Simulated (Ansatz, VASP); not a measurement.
**SrCl2 in VASP and in Ansatz**

POSCAR

```
SrCl2
1.0
    2.4567214836      1.4183888098      4.0153159317
   -2.4567214836      1.4183888098      4.0153159317
    0.0000000000     -2.8367776197      4.0153159316
Sr Cl
1 2
Direct
    0.0000000000      0.0000000000      0.0000000000
    0.2499511381      0.2499511381      0.2499511381
    0.7500488619      0.7500488619      0.7500488619
```

File INCAR.step1:

```
PREC = Accurate
ENCUT = 520
EDIFF = 1E-5
ISMEAR = 0
SIGMA = 0.01
LREAL = F
LASPH = T
NELM = 60
ALGO = Normal
ISIF = 2
LWAVE = T
LCHARG = F
GGA = PE
NBANDS = 19
```

File INCAR.step2:

```
PREC = Accurate
ENCUT = 520
EDIFF = 1E-6
ISMEAR = 0
SIGMA = 0.01
LREAL = F
LASPH = T
NELM = 60
ALGO = Normal
ISIF = 2
LWAVE = F
LCHARG = F
GGA = PE
LHFCALC = T
AEXX = 0.05
HFSCREEN = 0.5
PRECFOCK = Normal
ISTART = 1
NBANDS = 19
```

The input KPOINTS:

```
regular mesh
0
Gamma
  4 4 4
```

Input for Ansatz:

```yaml
crystal:
  lattice:
    - [2.4567214836, 1.4183888098, 4.0153159317]
    - [-2.4567214836, 1.4183888098, 4.0153159317]
    - [0.0, -2.8367776197, 4.0153159316]
  atoms:
    - { symbol: Sr, position: [0.0, 0.0, 0.0] }
    - { symbol: Cl, position: [0.2499511381, 0.2499511381, 0.2499511381] }
    - { symbol: Cl, position: [0.7500488619, 0.7500488619, 0.7500488619] }
kpoints:
  mp_grid: { grid: [4, 4, 4] }
hamiltonian:
  xc: { exchange: pbe, correlation: pbe, exx: { coeff: 0.05, omega: 0.5 } }
scf:
  occupations: { method: fixed }
  n_extra_bands: 4
output:
  forces: true
  stress: true
  eigenvalues: true
```

Alike in both runs: task single point; functional PBE-based screened hybrid; k mesh 4 × 4 × 4; no spin polarisation.

```csv
,VASP,Ansatz
version,VASP 6.6.1,Ansatz 0.2.0
potentials or method,"VASP PAW PBE potentials, release 64 (Sr_sv, Cl)",plane waves
plane-wave cutoff (eV),520,420
occupations,"gaussian, width 0.01 eV",fixed
valence electrons in the cell,24,24
```

|  | VASP | Ansatz | Ansatz less VASP |
| --- | --- | --- | --- |
| gap on the k mesh at the Fermi level (eV) | 5.52 | 5.52 | +0.006 |
| pressure (GPa) | 1.4 | 1.3 | -0.09 |

VASP's potentials were made for PBE, not for PBE-based screened hybrid. Ansatz's warnings: stress exchange threshold loose, stress scf threshold loose.
